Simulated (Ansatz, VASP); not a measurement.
**Al2Cu in VASP and in Ansatz**

Contents of INCAR:

```
PREC     = Accurate       # precision mode
ENCUT    = 520            # plane-wave cutoff, eV
EDIFF    = 1E-7           # SCF threshold, eV
ISMEAR   = 0              # smearing method
SIGMA    = 0.15           # smearing width, eV
LREAL    = False          # projectors in reciprocal space
LASPH    = True           # aspherical terms in the spheres
NELM     = 60             # most SCF steps
ALGO     = Fast           # electronic algorithm
ISIF     = 2              # what is computed and relaxed
LWAVE    = False          # write WAVECAR
LCHARG   = True           # write CHGCAR
GGA      = PS             # functional
LELF     = True           # ELF
LVHAR    = True         
NBANDS   = 36             # bands
```

KPOINTS

```
regular mesh
0
Gamma
  13 13 5
```

File POSCAR:

```
Al2Cu
1.0
   -2.0246315446      2.0246315446     -2.8630136682
   -2.0246315446     -2.0246315446      2.8630136682
    0.0000000000      9.7314722421      6.8807944785
Al Cu
6 3
Direct
    0.0000177456     -0.0000177456      0.7628282731
    0.3333381728      0.6666618272      0.2080339873
    0.6666779592      0.3333220408      0.4854311302
    0.3333478524      0.6666521476      0.6241297016
    0.6666682796      0.3333317204      0.0693354159
    0.0000080660     -0.0000080660      0.3467325587
    0.6666827990      0.3333172010      0.6934789874
    0.0000032262     -0.0000032262      0.1386847016
    0.3333430126      0.6666569874      0.4160818445
```

Input for Ansatz:

```yaml
crystal:
  lattice:
    - [-2.0246315446, 2.0246315446, -2.8630136682]
    - [-2.0246315446, -2.0246315446, 2.8630136682]
    - [0.0, 9.7314722421, 6.8807944785]
  atoms:
    - { symbol: Al, position: [1.77456e-05, -1.77456e-05, 0.7628282731] }
    - { symbol: Al, position: [0.3333381728, 0.6666618272, 0.2080339873] }
    - { symbol: Al, position: [0.6666779592, 0.3333220408, 0.4854311302] }
    - { symbol: Al, position: [0.3333478524, 0.6666521476, 0.6241297016] }
    - { symbol: Al, position: [0.6666682796, 0.3333317204, 0.0693354159] }
    - { symbol: Al, position: [8.066e-06, -8.066e-06, 0.3467325587] }
    - { symbol: Cu, position: [0.666682799, 0.333317201, 0.6934789874] }
    - { symbol: Cu, position: [3.2262e-06, -3.2262e-06, 0.1386847016] }
    - { symbol: Cu, position: [0.3333430126, 0.6666569874, 0.4160818445] }
basis:
  ecutwfc: 420
kpoints:
  mp_grid: { grid: [13, 13, 5] }
hamiltonian:
  xc: pbesol
scf:
  occupations: { method: gaussian, width: 0.15 }
output:
  forces: true
  stress: true
  eigenvalues: true
```

Alike in both runs: task single point; functional PBEsol; k mesh 13 × 13 × 5; occupations gaussian, width 0.15 eV; no spin polarisation.

```csv
,VASP,Ansatz
version,VASP 6.6.1,Ansatz 0.2.0
potentials or method,"VASP PAW PBE potentials, release 64 (Al, Cu), cutoff 520 eV","scalar-relativistic, plane waves, PAW"
valence electrons in the cell,51,75
```

Ansatz gave:

| Item | Value |
| --- | --- |
| gap on the k mesh at the Fermi level (eV) | none |
| pressure (GPa) | -1.9 |
| traceless stress, the component that is largest in VASP (GPa) | -0.69 |
| rms of the force components (eV/Å) | 0.110 |

**Question.** Estimate VASP's values.

**Answer.** gap on the k mesh at the Fermi level (eV): none; pressure (GPa): -1.6; traceless stress, the component that is largest in VASP (GPa): -0.72; rms of the force components (eV/Å): 0.111.

VASP's potentials were made for PBE, not for PBEsol. Atom by atom the forces differ by 0.006 eV/Å (rms over components). A gap of «none» marks a metal or a gap that the smearing closes. VASP's potentials hold 51 valence electrons a cell and Ansatz's 75, so a difference there can come from the potentials and not from the codes.
